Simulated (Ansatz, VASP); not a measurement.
**LaAl2Sb2 in VASP and in Ansatz**

```
Sb Al La
1.0
     2.31703    4.01321    0.00000
    -2.31703    4.01321    0.00000
     0.00000    0.00000    7.56309
Sb Al La
2 2 1
Direct
  0.33330 0.33340 0.27192
  0.66670 0.66660 0.72808
  0.33330 0.33340 0.63870
  0.66670 0.66660 0.36130
  0.00000 0.00000 0.00000
```

Alike in both runs: task single point; functional RPBE; k mesh 5 × 5 × 3; occupations methfessel-paxton of order 1, width 0.0883 eV; no spin polarisation.

```csv
,VASP,Ansatz
version,VASP 6.6.1,Ansatz 0.2.0
potentials or method,"VASP PAW PBE potentials, release 64 (Sb, Al, La), cutoff 520 eV",PAW plane waves
valence electrons in the cell,27,47
```

```tsv
	VASP	Ansatz	Ansatz less VASP
gap on the k mesh at the Fermi level (eV)	none	none	-
pressure (GPa)	1.1	1.0	-0.04
traceless stress, the component that is largest in VASP (GPa)	-2.37	-2.37	-0.003
rms of the force components (eV/Å)	0.139	0.134	-0.0049
```

VASP's potentials were made for PBE, not for RPBE. Atom by atom the forces differ by 0.011 eV/Å (rms over components). A gap of «none» marks a metal or a gap that the smearing closes. VASP's potentials hold 27 valence electrons a cell and Ansatz's 47, so a difference there can come from the potentials and not from the codes. Ansatz's warnings: stress scf threshold loose, structure snapped to symmetry.

Neither program's run includes spin-orbit coupling.
